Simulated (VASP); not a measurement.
# Si2W (P6_222) in VASP: further runs

Si2W is run at these levels: PBE, BLYP, revPBE; tasks: single point, relaxation of the atoms, relaxation of cell and atoms.

Everything below comes from runs of VASP 6.6.1. Logs are shortened: lines on timing, memory, paths and dates and some standing lists are left out, and cuts for length are marked.

## 1. The cell of the first run

Symmetry: P6_222, No. 180, hexagonal system. Conventional cell: a = 4.525 Å, b = 4.525 Å, c = 6.653 Å, α = 90.00°, β = 90.00°, γ = 120.00°. Within 3.4 Å of W (site symmetry 222) lie 10 Si at 2.58 to 2.63 Å and 4 W at 3.17 Å. Si (site symmetry 2) has 9 Si at 2.56 to 3.20 Å and 5 W at 2.58 to 2.63 Å within 3.4 Å.

## 2. Single point, PBE

Input file INCAR:

```
PREC = Accurate
ENCUT = 520
EDIFF = 1E-6
ISMEAR = -1
SIGMA = 0.05
LREAL = F
LASPH = T
NELM = 60
ALGO = Normal
ISIF = 2
LWAVE = F
LCHARG = F
GGA = PE
NBANDS = 43
```

Input file KPOINTS:

```
regular mesh
0
Gamma
  5 5 3
```

Input file POSCAR:

```
Si2W
1.0
    4.5245153344      0.0000000000      0.0000000000
   -2.2622576672      3.9183452194      0.0000000000
    0.0000000000      0.0000000000      6.6532220000
W Si
3 6
Direct
    0.5000000000      0.0000000000      0.5000000000
    0.5000000000      0.5000000000      0.8333333333
    0.0000000000      0.5000000000      0.1666666667
    0.3275362695      0.1637681348      0.1666666667
    0.8362318652      0.1637681348      0.8333333333
    0.1637681348      0.3275362695      0.5000000000
    0.6724637305      0.8362318652      0.1666666667
    0.1637681348      0.8362318652      0.8333333333
    0.8362318652      0.6724637305      0.5000000000
```

Potentials or basis: VASP PAW PBE potentials, release 64 (W_sv, Si).

Started as:

```bash
$ cat potpaw_PBE.64/W_sv/POTCAR potpaw_PBE.64/Si/POTCAR > POTCAR
$ mpirun -np 1 vasp_std > vasp.out
```

OUTCAR:

```text
PREC = Accurate
   ENCUT = 520
   EDIFF = 1E-6
   ISMEAR = -1
   LREAL = F
   LASPH = T
   NELM = 60
   ISIF = 2
   GGA = PE

 ion  position               nearest neighbor table
   1  0.500  0.000  0.500-   5 2.58   8 2.58   7 2.58   4 2.58   6 2.60   9 2.60   6 2.60   9 2.60
                             6 2.63   9 2.63   2 3.17   2 3.17   3 3.17   3 3.17
   2  0.500  0.500  0.833-   6 2.58   9 2.58   7 2.58   4 2.58   5 2.60   8 2.60   8 2.60   5 2.60
                             8 2.63   5 2.63   1 3.17   1 3.17   3 3.17   3 3.17
   3  0.000  0.500  0.167-   6 2.58   9 2.58   8 2.58   5 2.58   4 2.60   7 2.60   4 2.60   7 2.60
                             7 2.63   4 2.63   1 3.17   1 3.17   2 3.17   2 3.17
   4  0.328  0.164  0.167-   6 2.56   8 2.56   7 2.57   1 2.58   2 2.58   3 2.60   3 2.60   3 2.63
                             7 2.64   7 2.64   9 3.14   5 3.14
   5  0.836  0.164  0.833-   6 2.56   7 2.56   8 2.57   1 2.58   3 2.58   2 2.60   2 2.60   2 2.63
                             8 2.64   8 2.64   9 3.14   4 3.14
   6  0.164  0.328  0.500-   4 2.56   5 2.56   9 2.57   2 2.58   3 2.58   1 2.60   1 2.60   1 2.63
                             9 2.64   9 2.64   8 3.14   7 3.14
   7  0.672  0.836  0.167-   9 2.56   5 2.56   4 2.57   1 2.58   2 2.58   3 2.60   3 2.60   3 2.63
                             4 2.64   4 2.64   6 3.14   8 3.14
   8  0.164  0.836  0.833-   9 2.56   4 2.56   5 2.57   1 2.58   3 2.58   2 2.60   2 2.60   2 2.63
                             5 2.64   5 2.64   6 3.14   7 3.14
   9  0.836  0.672  0.500-   7 2.56   8 2.56   6 2.57   2 2.58   3 2.58   1 2.60   1 2.60   1 2.63
                             6 2.64   6 2.64   5 3.14   4 3.14

  LATTYP: Found a hexagonal cell.
 ALAT       =     4.5245153344
 C/A-ratio  =     1.4704828050

  Lattice vectors:

 A1 = (   4.5245153344,   0.0000000000,   0.0000000000)
 A2 = (  -2.2622576672,   3.9183452194,   0.0000000000)
 A3 = (   0.0000000000,   0.0000000000,   6.6532220000)

Analysis of symmetry for initial positions (statically):
=====================================================================
 Subroutine PRICEL returns:
 Original cell was already a primitive cell.

 Routine SETGRP: Setting up the symmetry group for a
 hexagonal supercell.

 Subroutine GETGRP returns: Found 12 space group operations
 (whereof  4 operations were pure point group operations)
 out of a pool of 24 trial point group operations.

The static configuration has the point symmetry D_2 .
 The point group associated with its full space group is D_6 .

Analysis of symmetry for dynamics (positions and initial velocities):
=====================================================================
 Subroutine PRICEL returns:
 Original cell was already a primitive cell.

 Routine SETGRP: Setting up the symmetry group for a
 hexagonal supercell.

 Subroutine GETGRP returns: Found 12 space group operations
 (whereof  4 operations were pure point group operations)
 out of a pool of 24 trial point group operations.

The dynamic configuration has the point symmetry D_2 .
 The point group associated with its full space group is D_6 .

 Subroutine INISYM returns: Found 12 space group operations
 (whereof  4 operations are pure point group operations),
 and found     1 'primitive' translations

----------------------------------------------------------------------------------------

                                     Primitive cell

  volume of cell :     117.9524

  direct lattice vectors                    reciprocal lattice vectors
     4.524515334  0.000000000  0.000000000     0.221018148  0.127604887  0.000000000
    -2.262257667  3.918345219  0.000000000     0.000000000  0.255209775  0.000000000
     0.000000000  0.000000000  6.653222000     0.000000000  0.000000000  0.150303116

  length of vectors
     4.524515334  4.524515334  6.653222000     0.255209775  0.255209775  0.150303116

  position of ions in fractional coordinates (direct lattice)
     0.500000000  0.000000000  0.500000000
     0.500000000  0.500000000  0.833333333
     0.000000000  0.500000000  0.166666667
     0.327536270  0.163768135  0.166666667
     0.836231865  0.163768135  0.833333333
     0.163768135  0.327536270  0.500000000
     0.672463730  0.836231865  0.166666667
     0.163768135  0.836231865  0.833333333
     0.836231865  0.672463730  0.500000000

  ion indices of the primitive-cell ions
   primitive index   ion index
                 1           1
                 2           2
                 3           3
                 4           4
                 5           5
                 6           6
                 7           7
                 8           8
                 9           9

----------------------------------------------------------------------------------------

 KPOINTS: regular mesh

Automatic generation of k-mesh.
 Grid dimensions read from file:
 generate k-points for:    5    5    3

 Generating k-lattice:

  Cartesian coordinates                     Fractional coordinates (reciprocal lattice)
     0.044203630  0.025520977  0.000000000     0.200000000  0.000000000  0.000000000
     0.000000000  0.051041955  0.000000000     0.000000000  0.200000000  0.000000000
     0.000000000  0.000000000  0.050101039     0.000000000  0.000000000  0.333333333

  Length of vectors
     0.051041955  0.051041955  0.050101039

  Shift w.r.t. Gamma in fractional coordinates (k-lattice)
     0.000000000  0.000000000  0.000000000

 Subroutine IBZKPT returns following result:
 ===========================================

 Found     10 irreducible k-points:

 Following reciprocal coordinates:
            Coordinates               Weight
  0.000000  0.000000  0.000000      1.000000
  0.200000  0.000000  0.000000      6.000000
  0.400000  0.000000  0.000000      6.000000
  0.200000  0.200000  0.000000      6.000000
  0.400000  0.200000  0.000000      6.000000
  0.000000  0.000000  0.333333      2.000000
  0.200000  0.000000  0.333333     12.000000
  0.400000  0.000000  0.333333     12.000000
  0.200000  0.200000  0.333333     12.000000
  0.400000  0.200000  0.333333     12.000000
   k-points           NKPTS =     10   k-points in BZ     NKDIM =     10   number of bands    NBANDS=     43
   number of dos      NEDOS =    301   number of ions     NIONS =      9
   total plane-waves  NPLWV =  64800
   dimension x,y,z NGX =    36 NGY =   36 NGZ =   50
   dimension x,y,z NGXF=    72 NGYF=   72 NGZF=  100
   ions per type =               3   6
   NGX,Y,Z   is equivalent  to a cutoff of  13.23, 13.23, 12.49 a.u.
   NGXF,Y,Z  is equivalent  to a cutoff of  26.46, 26.46, 24.99 a.u.
 SYSTEM =  unknown system
   PREC   = accura    normal or accurate (medium, high low for compatibility)
   ISTART =      0    job   : 0-new  1-cont  2-samecut
   ICHARG =      2    charge: 1-file 2-atom 10-const
   ISPIN  =      1    spin polarized calculation?
   LNONCOLLINEAR =      F non collinear calculations
   LSORBIT =      F    spin-orbit coupling
   LASPH  =      T    aspherical Exc in radial PAW
   ENCUT  =  520.0 eV  38.22 Ry    6.18 a.u.   8.41  8.41 12.37*2*pi/ulx,y,z
   NELM   =     60;   NELMIN=  2; NELMDL= -5     # of ELM steps
   EDIFF  = 0.1E-05   stopping-criterion for ELM
   LREAL  =      F    real-space projection
   EDIFFG = 0.1E-04   stopping-criterion for IOM
   NSW    =      0    number of steps for IOM
   IBRION =     -1    ionic relax: 0-MD 1-quasi-New 2-CG
   NFREE  =      0    steps in history (QN), initial steepest desc. (CG)
   ISIF   =      2    stress and relaxation
   ISYM   =      2    0-nonsym 1-usesym 2-fastsym
   POTIM  = 0.5000    time-step for ionic-motion
   TEBEG  =    0.0;   TEEND  =   0.0 temperature during run
   PSTRESS=    0.0 pullay stress
   NELECT =      66.0000    total number of electrons
   NUPDOWN=      -1.0000    fix difference up-down
   EMIN   =  10.00;   EMAX   =-10.00  energy-range for DOS
   EFERMI =   0.00;   METHOD = LEGACY
   ISMEAR =    -1;   SIGMA  =   0.05  broadening in eV -4-tet -1-fermi 0-gaus
   EFERMI_NEDOS =   21; number of points for ismear=-14 and -15
   IALGO  =     38    algorithm
   IMIX   =      4    mixing-type and parameters
     AMIX     =   0.40;   BMIX     =  1.00
     AMIX_MAG =   1.60;   BMIX_MAG =  1.00
  volume/ion in A,a.u.               =      13.11        88.44
  Fermi-wavevector in a.u.,A,eV,Ry     =   1.349027  2.549291 24.760877  1.819873
  Thomas-Fermi vector in A             =   2.476647
   LORBIT       =      0    0 simple, 1 ext, 2 COOP (PROOUT), +10 PAW based schemes
   GGA     = PE    functional components
   LHFCALC =     F    Hartree Fock is set to
   AEXX    =    0.0000 exact exchange contribution
   IVDW    =     0    specifies the selected vdW correction
   LEPSILON=     F    determine dielectric tensor
   LRPA    =     F    only Hartree local field effects (RPA)
 non-spin polarized calculation
  energy-cutoff  :      520.00
  volume of cell :      117.95
 maximum number of plane-waves:      3229
 NGX is ok and might be reduce to    36
   NGX = 17   NGY = 17   NGZ = 25

 number of electron      65.9999994 magnetization

 Free energy of the ion-electron system (eV)
  ---------------------------------------------------
  ext. energy  EPLUGINS =         0.00000000
  ---------------------------------------------------
  free energy    TOTEN  =       -73.69083609 eV

  energy without entropy =      -73.69046638  energy(sigma->0) =      -73.69065124

 E-fermi :  12.8086     XC(G=0): -12.6619

 val. band max:       12.5639487802   @ k =   0.0000   0.0000   0.3333
 cond. band min:      13.1096287395   @ k =   0.2000   0.2000   0.0000
 fundamental gap:      0.5456799593
 Fermi energy:        12.8085596449

 k-point     1 :       0.0000    0.0000    0.0000
  band No.  band energies     occupation
      1     -61.3192      2.00000
      2     -61.3052      2.00000
      3     -61.3052      2.00000
      4     -25.7295      2.00000
      5     -25.7292      2.00000
      6     -25.7292      2.00000
[... 35 lines left out ...]
     42      15.9167      0.00000
     43      16.3296      0.00000

 k-point     2 :       0.2000    0.0000    0.0000
  band No.  band energies     occupation
      1     -61.3179      2.00000
      2     -61.3064      2.00000
      3     -61.3052      2.00000
      4     -25.7604      2.00000
      5     -25.7380      2.00000
      6     -25.7063      2.00000
[... 35 lines left out ...]
     42      16.1693      0.00000
     43      17.1587      0.00000

 k-point     3 :       0.4000    0.0000    0.0000
  band No.  band energies     occupation
      1     -61.3152      2.00000
      2     -61.3090      2.00000
      3     -61.3052      2.00000
      4     -25.7793      2.00000
      5     -25.7497      2.00000
      6     -25.7021      2.00000
[... 35 lines left out ...]
     42      16.4509      0.00000
     43      16.7765      0.00000

 k-point     4 :       0.2000    0.2000    0.0000
  band No.  band energies     occupation
      1     -61.3159      2.00000
      2     -61.3084      2.00000
      3     -61.3052      2.00000
      4     -25.7763      2.00000
      5     -25.7435      2.00000
      6     -25.7126      2.00000
[... 219 lines left out ...]
     42      16.7485      0.00000
     43      16.8821      0.00000

 k-point     9 :       0.2000    0.2000    0.3333
  band No.  band energies     occupation
      1     -61.3149      2.00000
      2     -61.3105      2.00000
      3     -61.3040      2.00000
      4     -25.7717      2.00000
      5     -25.7500      2.00000
      6     -25.7181      2.00000
[... 35 lines left out ...]
     42      16.1659      0.00000
     43      16.3539      0.00000

 k-point    10 :       0.4000    0.2000    0.3333
  band No.  band energies     occupation
      1     -61.3142      2.00000
      2     -61.3094      2.00000
      3     -61.3058      2.00000
      4     -25.7683      2.00000
      5     -25.7624      2.00000
      6     -25.7271      2.00000
[... 35 lines left out ...]
     42      15.9629      0.00000
     43      16.6174      0.00000

------------------------ aborting loop because EDIFF is reached ----------------------------------------

  FORCE on cell =-STRESS in cart. coord.  units (eV):
  Direction    XX          YY          ZZ          XY          YZ          ZX
  --------------------------------------------------------------------------------------
  -------------------------------------------------------------------------------------
  Total        8.0950652      8.0950652      3.9268702      0.0000000      0.0000000      0.0000000
  in kB      109.9573223    109.9573223     53.3396734      0.0000000      0.0000000      0.0000000
  external PRESSURE =      91.0847727 kB  Pullay stress =       0.0000000 kB

 VOLUME and BASIS-vectors are now :
 -----------------------------------------------------------------------------
  energy-cutoff  :      520.00
  volume of cell :      117.95
      direct lattice vectors                 reciprocal lattice vectors
     4.524515334  0.000000000  0.000000000     0.221018148  0.127604887  0.000000000
    -2.262257667  3.918345219  0.000000000     0.000000000  0.255209775  0.000000000
     0.000000000  0.000000000  6.653222000     0.000000000  0.000000000  0.150303116

 POSITION                                       TOTAL-FORCE (eV/Angst)
 -----------------------------------------------------------------------------------
      2.26226      0.00000      3.32661        -0.000000      0.000000     -0.000000
      1.13113      1.95917      5.54435        -0.000000      0.000000     -0.000000
     -1.13113      1.95917      1.10887        -0.000000      0.000000      0.000000
      1.11146      0.64170      1.10887        -0.001896     -0.001094      0.000000
      3.41306      0.64170      5.54435         0.001896     -0.001094     -0.000000
      0.00000      1.28340      3.32661        -0.000000     -0.002189     -0.000000
      1.15080      3.27665      1.10887         0.001896      0.001094     -0.000000
     -1.15080      3.27665      5.54435        -0.001896      0.001094     -0.000000
      2.26226      2.63495      3.32661         0.000000      0.002189     -0.000000
 -----------------------------------------------------------------------------------
    total drift:                               -0.000000     -0.000000      0.000000

  FREE ENERGIE OF THE ION-ELECTRON SYSTEM (eV)
  ---------------------------------------------------
  free  energy   TOTEN  =       -73.6908360949 eV

  energy  without entropy=      -73.6904663803  energy(sigma->0) =      -73.69065124
```

Run time: 86 s. Hardware: 1 thread of Intel Xeon 8259CL, shared host; peak memory 0.25 GiB.

What came out:

```yaml
Free_energy: -73.6908 eV
Pressure: 9.1 GPa
Band_gap_on_the_k_mesh: 0.55 eV (least direct gap 1.10 eV)
```

Forces on the atoms (eV/Å):
```
W    0.000  0.000  0.000
W    0.000  0.000  0.000
W    0.000  0.000  0.000
Si  -0.002 -0.001  0.000
Si   0.002 -0.001  0.000
Si   0.000 -0.002  0.000
Si   0.002  0.001  0.000
Si  -0.002  0.001  0.000
Si   0.000  0.002  0.000
```

Stress tensor (GPa, compression positive):
```
11.00  0.00  0.00
 0.00 11.00  0.00
 0.00  0.00  5.33
```

Levels at points of the mesh, in eV from the valence-band top:
```tsv
k point	band 30	band 31	band 32	band 33	band 34	band 35	band 36	band 37
(0.00, 0.00, 0.00)	-2.97	-2.57	-2.16	-0.67	2.63	2.63	2.81	2.86
```

Caveat: the cell stands under pressure; spin-orbit coupling is left out, which moves the levels of the heavy elements; an odd mesh through Γ misses points on the zone boundary, where band edges can lie.

[end of part 1 of 3]
